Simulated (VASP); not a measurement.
A run of VASP 6.6.1:

The input INCAR:

```
PREC = Accurate ; ENCUT = 520
EDIFF = 1E-7 ; ISMEAR = -1
SIGMA = 0.05 ; LREAL = False
LASPH = True ; NELM = 150
ALGO = Normal ; ISIF = 2
LWAVE = False ; LCHARG = False
ISPIN = 2 ; MAGMOM = 1.707 1.707 1.725 1.725
LORBIT = 11 ; LMAXMIX = 4
GGA = PE ; NBANDS = 30
```

KPOINTS

```
regular mesh
0
Gamma
  16 16 5
```

POSCAR

```
Co
1.0
    2.4951747762      0.0000000000      0.0000000000
   -1.2475873881      2.1608847431      0.0000000000
    0.0000000000      0.0000000000      8.0817221001
Co
4
Direct
    0.0000000000      1.0000000000      0.0000000000
    1.0000000000      1.0000000000      0.5000000000
    0.3333333333      0.6666666667      0.2500000000
    0.6666666667      0.3333333333      0.7500000000
```

Potentials or basis: VASP PAW PBE potentials, release 64 (Co).

Command:

```bash
$ cat potpaw_PBE.64/Co/POTCAR > POTCAR
$ mpirun -np 1 vasp_std > vasp.out
```

Hardware: 1 thread of Oxide Virtual Turin-like Processor, on a shared host.

**Question.** How long does it take, and how much memory?

**Answer.** Run time: 6.5 min on 1 thread of Oxide Virtual Turin-like Processor, with other jobs on the host, peak memory 0.25 GiB. Counts: scf iterations 18, k points 90.
